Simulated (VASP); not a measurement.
# Mg2ZnCd9S6O6 (P1) in VASP: a series of runs

Mg2ZnCd9S6O6 is run at these levels: PBE; tasks: single point.

All numbers are computed with VASP 6.6.1; they aren't measurements. Logs are shortened: lines on timing, memory, paths and dates and some standing lists are left out, and cuts for length are marked.

## (1) The cell of the first run

The typed cell holds 24 atoms: a = 6.521 Å, b = 9.172 Å, c = 8.960 Å, α = 78.95°, β = 69.62°, γ = 68.84°.

## (2) Single point, PBE

File INCAR:

```
SYSTEM = Mg2ZnCd9S6O6
PREC     = Accurate       ! precision mode
ENCUT    = 520            ! plane-wave cutoff, eV
EDIFF    = 1E-7           ! SCF threshold, eV
ISMEAR   = 0              ! smearing method
SIGMA    = 0.1            ! smearing width, eV
LREAL    = Auto         
LASPH    = .TRUE.         ! aspherical terms in the spheres
NELM     = 80             ! most SCF steps
ALGO     = Normal         ! electronic algorithm
ISIF     = 2              ! what is computed and relaxed
LWAVE    = .FALSE.        ! write WAVECAR
LCHARG   = .FALSE.        ! write CHGCAR
GGA      = PE             ! functional
NBANDS   = 116            ! bands
ISYM     = 0
```

File KPOINTS:

```
Automatic mesh
0
Gamma
  2 2 2
  0.5 0.5 0.5
```

File POSCAR:

```
Mg2ZnCd9S6O6
1.0
    5.6197720493      3.3074608114     -0.0242786064
   -0.0789322389      6.7062203670      6.2564453233
    5.6030070743     -3.3238389625      6.1520640793
O Mg S Zn Cd
6 2 6 1 9
Direct
    0.9862181936      0.6860856650      0.7061706793
    0.4389159087      0.5537238736      0.8621344581
    0.8835994227      0.4594909379      0.4439262255
    0.9280878269      0.7694930530      0.0722194509
    0.3653350826      0.6227995831      0.2515194624
    0.4171823669      0.9074744509      0.9663903001
    0.1912643152      0.8006368858      0.1267591863
    0.6778437116     -0.0542873805      0.0077967203
    0.9569351623      0.4029071225      0.0312433744
    0.9973318881     -0.0015457018      0.3322908372
    0.5119348212      0.8183311857      0.5122471673
    0.4748431344      0.1769014561      0.1706638346
    0.8860582095      0.1061135145      0.7921833336
    0.3727807945      0.2910688864      0.6205912094
    0.1007243710      0.6116020985      0.8952842595
    0.1962592277      0.1416824180      0.8823943909
    0.1440946244      0.5421632053      0.4862884949
    0.6659375432      0.3782426557      0.6751681470
    0.7002308318      0.6392693456      0.2773491539
    0.0452981073      0.2625822145      0.2934164990
    0.0794601278      0.9022962414      0.5928714296
    0.5352474952      0.4336361004      0.0800501758
    0.6064441737      0.7415122857      0.7705925436
    0.5669663670      0.0831498858      0.4280770325
```

Potentials or basis: VASP PAW PBE potentials, release 64 (O, Mg, S, Zn, Cd).

On the command line:

```sh
cat potpaw_PBE.64/O/POTCAR potpaw_PBE.64/Mg/POTCAR potpaw_PBE.64/S/POTCAR potpaw_PBE.64/Zn/POTCAR potpaw_PBE.64/Cd/POTCAR > POTCAR
mpirun -np 1 vasp_std > vasp.out
```

OUTCAR:

```text
SYSTEM = Mg2ZnCd9S6O6
   PREC = Accurate
   ENCUT = 520
   EDIFF = 1E-7
   ISMEAR = 0
   LREAL = Auto
   LASPH = .TRUE.
   NELM = 80
   ISIF = 2
   GGA = PE
   ISYM = 0

 ion  position               nearest neighbor table
   1  0.986  0.686  0.706-  15 1.99  23 2.22  21 2.24  17 2.30
   2  0.439  0.554  0.862-  15 2.00  22 2.22  23 2.24  18 2.28
   3  0.884  0.459  0.444-  20 2.18  18 2.23  17 2.26  19 2.29
   4  0.928  0.769  0.072-   8 2.00   7 2.06  15 2.08  19 2.36
   5  0.365  0.623  0.252-   7 2.01  22 2.25  17 2.26  19 2.33
   6  0.417  0.907  0.966-   8 2.02   7 2.06  23 2.25  16 2.27
   7  0.191  0.801  0.127-   5 2.01   6 2.06   4 2.06  10 2.51  15 3.26  22 3.31  23 3.38  16 3.46
                             8 3.58  17 3.61   8 3.62  19 3.72
   8  0.678  0.946  0.008-   4 2.00   6 2.02  12 2.49  13 2.50  23 3.33  19 3.33  15 3.34  16 3.46
                             7 3.58   7 3.62
   9  0.957  0.403  0.031-  15 2.37  22 2.55  20 2.60  16 2.65  19 3.00
  10  0.997  0.998  0.332-  24 2.49  20 2.50  21 2.50   7 2.51
  11  0.512  0.818  0.512-  23 2.51  21 2.51  24 2.52  19 2.59
  12  0.475  0.177  0.171-  22 2.46   8 2.49  24 2.50  20 2.50
  13  0.886  0.106  0.792-   8 2.50  21 2.51  16 2.56  18 2.62
  14  0.373  0.291  0.621-  24 2.49  18 2.54  17 2.59  16 2.59
  15  0.101  0.612  0.895-   1 1.99   2 2.00   4 2.08   9 2.37   7 3.26   8 3.34
  16  0.196  0.142  0.882-   6 2.27  13 2.56  14 2.59   9 2.65   8 3.46   7 3.46  20 3.74  23 3.75
[... 5 lines left out ...]
  19  0.700  0.639  0.277-   3 2.29   5 2.33   4 2.36  11 2.59   9 3.00   8 3.33  20 3.38  22 3.45
                             7 3.72  17 3.73
  20  0.045  0.263  0.293-   3 2.18  10 2.50  12 2.50   9 2.60  19 3.38  18 3.54  17 3.69  24 3.71
                            16 3.74  24 3.77
  21  0.079  0.902  0.593-   1 2.24  10 2.50  13 2.51  11 2.51  17 3.45  23 3.63
  22  0.535  0.434  0.080-   2 2.22   5 2.25  12 2.46   9 2.55   7 3.31  19 3.45  18 3.52  23 3.60
                            17 3.72
  23  0.606  0.742  0.771-   1 2.22   2 2.24   6 2.25  11 2.51   8 3.33   7 3.38  18 3.45  22 3.60
                            17 3.61  21 3.63  16 3.75
  24  0.567  0.083  0.428-  14 2.49  10 2.49  12 2.50  11 2.52  20 3.71  20 3.77

IMPORTANT INFORMATION: All symmetrisations will be switched off!
NOSYMM: (Re-)initialisation of all symmetry stuff for point group C_1.

----------------------------------------------------------------------------------------

                                     Primitive cell

  volume of cell :     467.1757

  direct lattice vectors                    reciprocal lattice vectors
     5.619772049  3.307460811 -0.024278606     0.132824788  0.076075239 -0.079868541
    -0.078932239  6.706220367  6.256445323    -0.043381992  0.074295882  0.079650853
     5.603007074 -3.323838962  6.152064079     0.044642230 -0.075256225  0.081229598

[... 116 lines left out ...]
   PSTRESS=    0.0 pullay stress
   NELECT =     196.0000    total number of electrons
   NUPDOWN=      -1.0000    fix difference up-down
   EMIN   =  10.00;   EMAX   =-10.00  energy-range for DOS
   EFERMI =   0.00;   METHOD = LEGACY
   ISMEAR =     0;   SIGMA  =   0.10  broadening in eV -4-tet -1-fermi 0-gaus
   EFERMI_NEDOS =   21; number of points for ismear=-14 and -15
   IALGO  =     38    algorithm
   IMIX   =      4    mixing-type and parameters
     AMIX     =   0.40;   BMIX     =  1.00
     AMIX_MAG =   1.60;   BMIX_MAG =  1.00
  volume/ion in A,a.u.               =      19.47       131.36
  Fermi-wavevector in a.u.,A,eV,Ry     =   1.225557  2.315967 20.435807  1.501989
  Thomas-Fermi vector in A             =   2.360590
   LORBIT       =      0    0 simple, 1 ext, 2 COOP (PROOUT), +10 PAW based schemes
   GGA     = PE    functional components
   LHFCALC =     F    Hartree Fock is set to
   AEXX    =    0.0000 exact exchange contribution
   IVDW    =     0    specifies the selected vdW correction
   LEPSILON=     F    determine dielectric tensor
   LRPA    =     F    only Hartree local field effects (RPA)
 non-spin polarized calculation
 Gauss-broadening in eV      SIGMA  =   0.10
  energy-cutoff  :      520.00
  volume of cell :      467.18
 maximum number of plane-waves:     12589
   NGX = 25   NGY = 35   NGZ = 33

 number of electron     195.9999998 magnetization

 Free energy of the ion-electron system (eV)
  ---------------------------------------------------
  ext. energy  EPLUGINS =         0.00000000
  ---------------------------------------------------
  free energy    TOTEN  =       -89.68014599 eV

  energy without entropy =      -89.68014599  energy(sigma->0) =      -89.68014599

 E-fermi :   1.5765     XC(G=0):  -9.5895

 val. band max:        1.1003365606   @ k =   0.2500  -0.2500   0.2500
 cond. band min:       2.8114493676   @ k =   0.2500   0.2500   0.2500
 fundamental gap:      1.7111128070
 Fermi energy:         1.5765175885

 k-point     1 :       0.2500    0.2500    0.2500
  band No.  band energies     occupation
      1     -15.6650      2.00000
      2     -15.5432      2.00000
      3     -15.5096      2.00000
      4     -15.4322      2.00000
      5     -15.3115      2.00000
      6     -15.2271      2.00000
[... 441 lines left out ...]
    109       6.2142      0.00000
    110       6.6727      0.00000
 [bands above 110 left out]

------------------------ aborting loop because EDIFF is reached ----------------------------------------

  FORCE on cell =-STRESS in cart. coord.  units (eV):
  Direction    XX          YY          ZZ          XY          YZ          ZX
  --------------------------------------------------------------------------------------
  -------------------------------------------------------------------------------------
  Total        1.7393927      2.0988215      2.0653302     -0.1104480      0.0850477     -0.0506448
  in kB        5.9652408      7.1979005      7.0830422     -0.3787811      0.2916708     -0.1736863
  external PRESSURE =       6.7487278 kB  Pullay stress =       0.0000000 kB

 VOLUME and BASIS-vectors are now :
 -----------------------------------------------------------------------------
  energy-cutoff  :      520.00
  volume of cell :      467.18
      direct lattice vectors                 reciprocal lattice vectors
     5.619772049  3.307460811 -0.024278606     0.132824788  0.076075239 -0.079868541
    -0.078932239  6.706220367  6.256445323    -0.043381992  0.074295882  0.079650853
     5.603007074 -3.323838962  6.152064079     0.044642230 -0.075256225  0.081229598

 POSITION                                       TOTAL-FORCE (eV/Angst)
 -----------------------------------------------------------------------------------
      9.44485      5.51572      8.61292         0.013405     -0.002401     -0.032230
      7.25345      2.29950      8.75759        -0.037126     -0.015394      0.000299
      7.41668      4.52838      5.58439         0.000597      0.005506      0.048123
      5.55955      7.98996      5.23606         0.015578      0.059266      0.008534
      3.41321      4.54895      5.43501        -0.052042      0.042011      0.054382
      7.68753      4.25341     11.61273         0.066391     -0.040795      0.057186
[... 16 lines left out ...]
      7.66718      4.41721      9.36524        -0.023040      0.014092     -0.009272
      5.57818      1.00998      3.14001        -0.000098     -0.014374      0.015857
 -----------------------------------------------------------------------------------
    total drift:                                0.006123     -0.001517     -0.015771

  FREE ENERGIE OF THE ION-ELECTRON SYSTEM (eV)
  ---------------------------------------------------
  free  energy   TOTEN  =       -89.6801459939 eV

  energy  without entropy=      -89.6801459939  energy(sigma->0) =      -89.68014599
```

Run time: 15 min. Hardware: 1 thread of Intel Xeon 8259CL, shared host; peak memory 0.62 GiB.

Results:

- Free energy: -89.6801 eV
- Pressure: 0.7 GPa
- Largest force: 0.097 eV/Å
- Band gap on the k mesh: 1.71 eV (least direct gap 1.74 eV)

Forces on the atoms (eV/Å):
```
O    0.013 -0.002 -0.032
O   -0.037 -0.015  0.000
O    0.001  0.006  0.048
O    0.016  0.059  0.009
O   -0.052  0.042  0.054
O    0.066 -0.041  0.057
Mg   0.011  0.005 -0.001
Mg  -0.008  0.000  0.001
S    0.006  0.000 -0.034
S    0.001  0.014 -0.049
S    0.003  0.005 -0.022
S   -0.003  0.010 -0.083
S   -0.023 -0.036  0.041
S   -0.008  0.002  0.000
Zn   0.018 -0.032  0.040
Cd  -0.018  0.021  0.043
Cd   0.017  0.009  0.008
Cd   0.022 -0.037 -0.016
Cd  -0.026 -0.003 -0.011
Cd  -0.013 -0.018 -0.045
Cd  -0.004  0.032  0.016
Cd   0.041 -0.019 -0.030
Cd  -0.023  0.014 -0.009
Cd   0.000 -0.014  0.016
```

Stress tensor (GPa, compression positive):
```
 0.60 -0.04 -0.02
-0.04  0.72  0.03
-0.02  0.03  0.71
```

Levels at points of the mesh, in eV from the valence-band top:
```tsv
k point	band 96	band 97	band 98	band 99	band 100	band 101
(0.25, 0.25, 0.25)	-0.45	-0.14	-0.03	1.71	3.12	3.45
```

Caveat: a shifted mesh leaves out Γ, where band edges can lie.

[end of part 1 of 2]
